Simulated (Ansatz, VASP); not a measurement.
LiF in VASP and in Ansatz

```
CELL_PARAMETERS angstrom
3.00584 0.00000 0.00000
-1.50292 2.60313 0.00000
0.00000 0.00000 4.73450
ATOMIC_POSITIONS crystal
Li 0.33333 0.66667 0.38398
Li 0.66667 0.33333 0.88398
F 0.33333 0.66667 0.99102
F 0.66667 0.33333 0.49102
```

Alike in both runs: task single point; functional LDA; k mesh 9 × 9 × 6; occupations gaussian, width 0.05 eV; no spin polarisation.

|  | VASP | Ansatz |
| --- | --- | --- |
| version | VASP 6.6.1 | Ansatz 0.2.0 |
| potentials or method | VASP PAW LDA potentials, release 64 (Li_sv, F), cutoff 520 eV | scalar-relativistic, plane waves, PAW |
| valence electrons in the cell | 20 | 20 |

```csv
,VASP,Ansatz,Ansatz less VASP
gap on the k mesh at the Fermi level (eV),7.85,7.86,+0.016
least direct gap on the mesh (eV),7.85,7.86,+0.016
rms of the force components (eV/Å),0.060,0.060,0.0000
```

LDA's correlation is that of Perdew and Zunger in VASP and of Perdew and Wang (1992) in Ansatz. Atom by atom the forces differ by 0.000 eV/Å (rms over components).

Noted on VASP's run: the cutoff is under 1.25 times that of the potentials, so the pressure is a little rough.
